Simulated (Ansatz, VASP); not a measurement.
One calculation of Ti2Co, two programs

Contents of POSCAR:

```
Ti2Co
1.0
    0.0000000000      3.6343664719      3.6343664719
    3.6343664719      0.0000000000      3.6343664719
    3.6343664719      3.6343664719      0.0000000000
Ti Co
4 2
Direct
    0.6250000000      0.6250000000      0.6250000000
    0.1250000000      0.6250000000      0.6250000000
    0.6250000000      0.6250000000      0.1250000000
    0.6250000000      0.1250000000      0.6250000000
    0.0000000000      0.0000000000      0.0000000000
    0.2500000000      0.2500000000      0.2500000000
```

INCAR.step1

```
  PREC = Accurate
  ENCUT = 520
  ISMEAR = 0
  SIGMA = 0.1
  LREAL = False
  LASPH = True
  NELM = 150
  ISPIN = 2
  MAGMOM = 0.41 0.41 0.41 0.41 1.94 1.94
  LMAXMIX = 4
  NBANDS = 46
  GGA = PE
  ALGO = Normal
  EDIFF = 1E-4
  LWAVE = True
  LCHARG = False
```

The input INCAR.step2:

```
  PREC = Accurate
  ENCUT = 520
  EDIFF = 1E-7
  ISMEAR = 0
  SIGMA = 0.1
  LREAL = False
  LASPH = True
  NELM = 150
  ALGO = Normal
  ISIF = 2
  LWAVE = False
  LCHARG = True
  ISPIN = 2
  MAGMOM = 0.41 0.41 0.41 0.41 1.94 1.94
  LORBIT = 11
  LMAXMIX = 4
  METAGGA = R2SCAN
  LMIXTAU = True
  LELF = True
  LVHAR = True
  NBANDS = 46
  ISTART = 1
```

KPOINTS

```
Automatic mesh
0
Gamma
  10 10 10
```

Input for Ansatz:

```yaml
crystal:
  lattice:
    - [0.0, 3.6343686753, 3.6343686753]
    - [3.6343686753, 0.0, 3.6343686753]
    - [3.6343686753, 3.6343686753, 0.0]
  atoms:
    - { symbol: Ti, position: [0.125, 0.125, 0.125], spin: 0.41 }
    - { symbol: Ti, position: [0.625, 0.125, 0.125], spin: 0.41 }
    - { symbol: Ti, position: [0.125, 0.125, 0.625], spin: 0.41 }
    - { symbol: Ti, position: [0.125, 0.625, 0.125], spin: 0.41 }
    - { symbol: Co, position: [0.5, 0.5, 0.5], spin: 1.94 }
    - { symbol: Co, position: [0.75, 0.75, 0.75], spin: 1.94 }
basis:
  ecutwfc: 500
kpoints:
  mp_grid: { grid: [10, 10, 10] }
hamiltonian:
  xc: r2scan
scf:
  occupations: { method: gaussian, width: 0.1 }
output:
  forces: true
  stress: true
  eigenvalues: true
  populations: true
  write_density: true
  write_potential: true
  elf: true
  volumetric_format: npy
magnetization:
  spin_polarized: true
```

Alike in both runs: task single point; functional r2SCAN; k mesh 10 × 10 × 10; occupations gaussian, width 0.1 eV; collinear spin.

|  | VASP | Ansatz |
| --- | --- | --- |
| version | VASP 6.6.1 | Ansatz 0.2.0 |
| potentials or method | VASP PAW PBE potentials, release 64 (Ti_sv, Co), cutoff 520 eV | scalar-relativistic, plane waves, PAW |
| valence electrons in the cell | 66 | 82 |

Ansatz gave:

* gap on the k mesh at the Fermi level (eV): none
* pressure (GPa): -5.2
* net moment per atom (μB): 0.84
* size of the moment on the site where the two differ most (μB): 0.39

Which values does VASP return?

gap on the k mesh at the Fermi level (eV): none; pressure (GPa): -4.8; net moment per atom (μB): 0.83; size of the moment on the site where the two differ most (μB): 0.42.

VASP's potentials were made for PBE, not for r2SCAN. Site moments also hang on the region over which each program counts them. A gap of «none» marks a metal or a gap that the smearing closes. With one functional, cell and mesh, what is left measures potentials, basis and numerics. VASP's potentials hold 66 valence electrons a cell and Ansatz's 82, so a difference there can come from the potentials and not from the codes. Ansatz's warnings: stability check not made.
